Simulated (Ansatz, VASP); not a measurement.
# WC: VASP beside Ansatz

Contents of INCAR:

```
SYSTEM = WC
PREC     = Accurate       ! precision mode
ENCUT    = 600            ! plane-wave cutoff, eV
EDIFF    = 1E-6           ! SCF threshold, eV
ISMEAR   = 0              ! smearing method
SIGMA    = 0.1            ! smearing width, eV
LREAL    = .FALSE.        ! projectors in reciprocal space
LASPH    = .TRUE.         ! aspherical terms in the spheres
NELM     = 80             ! most SCF steps
ALGO     = Normal         ! electronic algorithm
ISIF     = 3              ! what is computed and relaxed
LWAVE    = .FALSE.        ! write WAVECAR
LCHARG   = .FALSE.        ! write CHGCAR
GGA      = PE             ! functional
IBRION   = 2              ! ionic algorithm
NSW      = 90             ! ionic steps
EDIFFG   = -0.04          ! ionic threshold
```

The input KPOINTS:

```
regular mesh
0
G
  6 6 4
  0 0 0
```

Contents of POSCAR:

```
WC
1.0
    4.7868340500      0.0000000000      0.0000000000
   -2.3934170300      4.1455198900      0.0000000000
    0.0000000000      0.0000000000      3.9618423800
W C
3 3
Direct
    0.5000000000      0.0000000000      0.0000000000
    0.5000000000      0.5000000000      0.0000000000
    0.0000000000      0.5000000000      0.0000000000
    0.0000000000      0.0000000000      0.0000000000
    0.3333333300      0.6666666700      0.5000000000
    0.6666666700      0.3333333300      0.5000000000
```

Input for Ansatz:

```yaml
crystal:
  lattice:
    - [4.78683405, 0.0, 0.0]
    - [-2.39341703, 4.14551989, 0.0]
    - [0.0, 0.0, 3.96184238]
  atoms:
    - { symbol: W, position: [0.5, 0.0, 0.0] }
    - { symbol: W, position: [0.5, 0.5, 0.0] }
    - { symbol: W, position: [0.0, 0.5, 0.0] }
    - { symbol: C, position: [0.0, 0.0, 0.0] }
    - { symbol: C, position: [0.33333333, 0.66666667, 0.5] }
    - { symbol: C, position: [0.66666667, 0.33333333, 0.5] }
basis:
  ecutwfc: 420
kpoints:
  mp_grid: { grid: [6, 6, 4] }
hamiltonian:
  xc: pbe
scf:
  occupations: { method: gaussian, width: 0.1 }
  lower_state_search: "off"
output:
  forces: true
  stress: true
  eigenvalues: true
relax:
  adjacent_minimum: "off"
  f_tol: 0.04
  max_steps: 70
  cell: { stress_tol: 0.4 }
```

Change from the starting cell: species swapped into the TlPt type (P6/mmm, No. 191).

Alike in both runs: task relaxation of cell and atoms; functional PBE; k mesh 6 × 6 × 4; occupations gaussian, width 0.1 eV; no spin polarisation.

```csv
,VASP,Ansatz
version,VASP 6.6.1,Ansatz 0.2.0
potentials or method,"VASP PAW PBE potentials, release 64 (W_sv, C), cutoff 600 eV","scalar-relativistic, plane waves, PAW"
valence electrons in the cell,54,54
```

```csv
,VASP,Ansatz,Ansatz less VASP
"gap on the k mesh at the Fermi level, each at its own relaxed structure (eV)",none,none,-
relaxed volume (Å³/atom),12.52,12.48,-0.036
relaxed cell length with the largest relative difference (Å),3.102,3.099,-0.0033
```

A gap of «none» marks a metal or a gap that the smearing closes.

The k mesh is coarse, so the values compare programs but aren't converged. Spin-orbit coupling is off throughout.
